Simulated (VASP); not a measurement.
Crystal: Zn.

```xyz
2
Lattice="2.6700 0.0000 0.0000 -1.3350 2.3123 0.0000 0.0000 0.0000 4.9660" Properties=species:S:1:pos:R:3 pbc="T T T"
Zn    0.0000    1.5415    1.2415
Zn    1.3350    0.7708    3.7245
```

* Program: VASP 6.6.1
* Task: relaxation of cell and atoms
* Functional: PBE
* Potentials or basis: VASP PAW PBE potentials, release 64 (Zn)
* Cutoff: 600 eV
* k mesh: 18 × 18 × 8
* Occupations: gaussian, width 0.1 eV
* Spin: no spin polarisation

At the start: pressure -0.7 GPa; volume 15.33 Å³/atom.

Problem. How do energy, volume and symmetry change on relaxing?

Solution. Over 18 steps the energy falls by 2.4 meV/atom and the volume is 15.38 Å³/atom (+0.3 %); space group P6_3/mmc (No. 194, to 0.05 Å).

The path:
| step | energy change (eV) | largest force (eV/Å) | pressure (GPa) | volume (Å³) |
| --- | --- | --- | --- | --- |
| 1 | 0.0000 | 0.0000 | -0.66 | 30.66 |
| 2 | -0.0011 | 0.0000 | 0.13 | 30.38 |
| 3 | -0.0011 | 0.0000 | 0.59 | 30.23 |
| 4 | -0.0011 | 0.0000 | 0.43 | 30.31 |
| 5 | -0.0022 | 0.0000 | 0.49 | 30.33 |
| 6 | -0.0039 | 0.0000 | 0.86 | 30.38 |
| 7 | -0.0047 | 0.0000 | 0.35 | 30.64 |
| 8 | -0.0048 | 0.0000 | 0.01 | 30.80 |
| 9 | -0.0048 | 0.0000 | 0.09 | 30.75 |
| 10 | -0.0048 | 0.0000 | 0.10 | 30.73 |
| 11 | -0.0048 | 0.0000 | 0.13 | 30.72 |
| 12 | -0.0048 | 0.0000 | 0.11 | 30.73 |
| 13 | -0.0048 | 0.0000 | 0.04 | 30.74 |
| 14 | -0.0048 | 0.0000 | 0.04 | 30.73 |
| 15 | -0.0048 | 0.0000 | 0.06 | 30.73 |
| 16 | -0.0048 | 0.0000 | 0.07 | 30.73 |
| 17 | -0.0048 | 0.0000 | 0.07 | 30.73 |
| 18 | -0.0048 | 0.0000 | 0.03 | 30.76 |

Final structure:
```
Zn
1.0
     2.63688    0.00000    0.00000
    -1.31844    2.28360    0.00000
     0.00000    0.00000    5.10762
Zn
2
Direct
  0.33333 0.66667 0.25000
  0.66667 0.33333 0.75000
```
